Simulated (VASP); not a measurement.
A run of VASP 6.6.1:

File INCAR:

```
PREC = Accurate ; ENCUT = 520
EDIFF = 1E-7 ; ISMEAR = 0
SIGMA = 0.05 ; LREAL = F
LASPH = T ; NELM = 80
ALGO = Normal ; ISIF = 2
LWAVE = F ; LCHARG = T
GGA = PE ; LELF = T
LVHAR = T ; NBANDS = 16
```

Contents of KPOINTS:

```
regular mesh
0
Gamma
  12 12 12
```

POSCAR

```
GaN
1.0
   -0.1087297701      2.2211938745      2.2211938745
    2.2211938745     -0.1087297701      2.2211938745
    2.2211938745      2.2211938745     -0.1087297701
Ga N
1 1
Direct
    0.0000000000      0.0000000000      0.0000000000
    0.7500000000      0.7500000000      0.7500000000
```

Potentials or basis: VASP PAW PBE potentials, release 64 (Ga_d, N).

Run with:

```sh
$ cat potpaw_PBE.64/Ga_d/POTCAR potpaw_PBE.64/N/POTCAR > POTCAR
$ mpirun -np 1 vasp_std > vasp.out
```

Hardware: 1 thread of AMD EPYC 9R45 (Zen 5), with other jobs on the host.

**Question.** How long does it take, and how much memory?

**Answer.** It took 48 s on 1 thread of AMD EPYC 9R45 (Zen 5), with other jobs on the host, peak memory 0.15 GiB. Counts: scf iterations 13, k points 189.
